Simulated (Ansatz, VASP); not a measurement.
# Tl in VASP and in Ansatz

The input INCAR:

```
PREC = Accurate ; ENCUT = 600
EDIFF = 1E-6 ; ISMEAR = 0
SIGMA = 0.1 ; LREAL = F
LASPH = T ; NELM = 100
ALGO = Fast ; ISIF = 3
LWAVE = F ; LCHARG = F
GGA = PS ; IBRION = 2
NSW = 100 ; EDIFFG = -0.005
```

Contents of KPOINTS:

```
Automatic mesh
0
Gamma
  15 15 8
```

The input POSCAR:

```
Tl
1.0
    3.4973395198      0.0000000000      0.0000000000
   -1.7486697599      3.0287848698      0.0000000000
    0.0000000000      0.0000000000      5.6465616800
Tl
2
Direct
    0.3333333300      0.6666666700      0.2500000000
    0.6666666700      0.3333333300      0.7500000000
```

Input for Ansatz:

```yaml
crystal:
  lattice:
    - [3.4973395198, 0.0, 0.0]
    - [-1.7486697599, 3.0287848698, 0.0]
    - [0.0, 0.0, 5.64656168]
  atoms:
    - { symbol: Tl, position: [0.33333333, 0.66666667, 0.25] }
    - { symbol: Tl, position: [0.66666667, 0.33333333, 0.75] }
basis:
  ecutwfc: 420
kpoints:
  mp_grid: { grid: [15, 15, 8] }
hamiltonian:
  xc: pbesol
scf:
  occupations: { method: gaussian, width: 0.1 }
output:
  forces: true
  stress: true
  eigenvalues: true
relax:
  adjacent_minimum: "off"
  f_tol: 0.005
  max_steps: 80
  cell: { stress_tol: 0.05 }
```

Alike in both runs: task relaxation of cell and atoms; functional PBEsol; k mesh 15 × 15 × 8; occupations gaussian, width 0.1 eV; no spin polarisation.

|  | VASP | Ansatz |
| --- | --- | --- |
| version | VASP 6.6.1 | Ansatz 0.2.0 |
| potentials or method | VASP PAW PBE potentials, release 64 (Tl_d), cutoff 600 eV | scalar-relativistic, plane waves, PAW |
| valence electrons in the cell | 26 | 26 |

Ansatz gave:

| Property | Result |
| --- | --- |
| gap on the k mesh at the Fermi level, each at its own relaxed structure (eV) | none |
| relaxed volume (Å³/atom) | 28.65 |
| relaxed cell length with the largest relative difference (Å) | 3.502 |

Q: What did VASP give for the same quantities?

A: gap on the k mesh at the Fermi level, each at its own relaxed structure (eV): none; relaxed volume (Å³/atom): 28.66; relaxed cell length with the largest relative difference (Å): 3.504.

VASP's potentials were made for PBE, not for PBEsol. A gap of «none» marks a metal or a gap that the smearing closes.

Spin-orbit coupling is off throughout.
